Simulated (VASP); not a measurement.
Set up this calculation in VASP 6.6.1, as the native input.

```
Task                                : relaxation of the atoms
Functional                          : LDA
Potentials or basis                 : VASP PAW LDA potentials, release 64 (Ta_pv, S)
Cutoff                              : 520 eV
k mesh                              : 8 × 8 × 1
Occupations                         : gaussian, width 0.1 eV
Spin                                : no spin polarisation
Dipole correction                   : yes
Atoms held fixed (from 0)           : [0, 1, 2]
Further INCAR settings              : ALGO = Fast; EDIFF = 1e-06; IBRION = 2; EDIFFG = -0.025; NSW = 50
Atoms held along some axes (from 0) : atom 4 along a and b
```

The structure of Ta4S lies in POSCAR:

```
Ta4S
1.0
    3.2528501163      0.0000000000      0.0000000000
    0.0000000000      3.2528501163      0.0000000000
    0.0000000000      0.0000000000     20.2133955625
Ta S
4 1
Selective dynamics
Direct
    0.5000000000      0.5000000000      0.1978885728  F F F
    0.0000000000      0.0000000000      0.2783513062  F F F
    0.5000000000      0.5000000000      0.3580225063  F F F
    0.0000000000      0.0000000000      0.4310703531  T T T
    0.0000000000      0.1250000000      0.5497443959  F F T
```

One way to write it, as run:

INCAR

```
PREC     = Accurate       # precision mode
ENCUT    = 520            # plane-wave cutoff, eV
EDIFF    = 1E-6           # SCF threshold, eV
ISMEAR   = 0              # smearing method
SIGMA    = 0.1            # smearing width, eV
LREAL    = F              # projectors in reciprocal space
LASPH    = T              # aspherical terms in the spheres
NELM     = 100            # most SCF steps
ALGO     = Fast           # electronic algorithm
ISIF     = 2              # what is computed and relaxed
LWAVE    = F              # write WAVECAR
LCHARG   = F              # write CHGCAR
LDIPOL   = T            
IDIPOL   = 3            
DIPOL    = 0.5 0.5 0.363
GGA      = CA             # functional
IBRION   = 2              # ionic algorithm
NSW      = 50             # ionic steps
EDIFFG   = -0.025         # ionic threshold
```

KPOINTS

```
Automatic mesh
0
Gamma
  8 8 1
```

Potentials or basis: VASP PAW LDA potentials, release 64 (Ta_pv, S).

Run with:

```bash
$ cat potpaw_LDA.64/Ta_pv/POTCAR potpaw_LDA.64/S/POTCAR > POTCAR
$ mpirun -np 1 vasp_std > vasp.out
```

Results of the run:

```yaml
Energy_gained_by_relaxing: 114.0 meV/atom
Ionic_steps: 9
Band_gap_on_the_k_mesh: zero (bands 25 and 26 overlap by 0.88 eV)
```

Caveat: spin-orbit coupling is left out, which moves the levels of the heavy elements.

Wall time 27 min on 1 thread of Oxide Virtual Turin-like Processor, with other jobs on the host, peak memory 0.29 GiB.
